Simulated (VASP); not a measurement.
WC, 2 atoms in the cell. The structure is hexagonal, space group P-6m2 (No. 187). The conventional cell has a = 2.898 Å, b = 2.898 Å, c = 2.828 Å, α = 90.00°, β = 90.00°, γ = 120.00°. W (site symmetry -6m2) has 6 C at 2.19 Å and 8 W at 2.83 to 2.90 Å within 2.9 Å. Within 2.9 Å of C (site symmetry -6m2) lie 6 W at 2.19 Å and 8 C at 2.83 to 2.90 Å. 

```yaml
Program: VASP 6.6.1
Task: single point
Functional: PBEsol
Potentials_or_basis: VASP PAW PBE potentials, release 64 (W_sv, C)
Cutoff: 520 eV
k_mesh: 12 × 12 × 14
Occupations: gaussian, width 0.1 eV
Spin: no spin polarisation
Dipole_correction: no
Further_INCAR_settings: ALGO = Normal; EDIFF = 1e-06; NBANDS = 16; ISYM = 0
```

Potentials or basis: VASP PAW PBE potentials, release 64 (W_sv, C).

Launch:

```sh
$ cat potpaw_PBE.64/W_sv/POTCAR potpaw_PBE.64/C/POTCAR > POTCAR
$ mpirun -np 1 vasp_std > vasp.out
```

Hardware: 1 thread of Intel(R) Xeon(R) Platinum 8259CL CPU @ 2.50GHz (Skylake/Cascade Lake), on a shared host.

**Question.** Estimate the wall time of this run.

**Answer.** It took 2.6 min on 1 thread of Intel(R) Xeon(R) Platinum 8259CL CPU @ 2.50GHz (Skylake/Cascade Lake), on a shared host, peak memory 0.43 GiB. Counts: scf iterations 12, k points 1012.
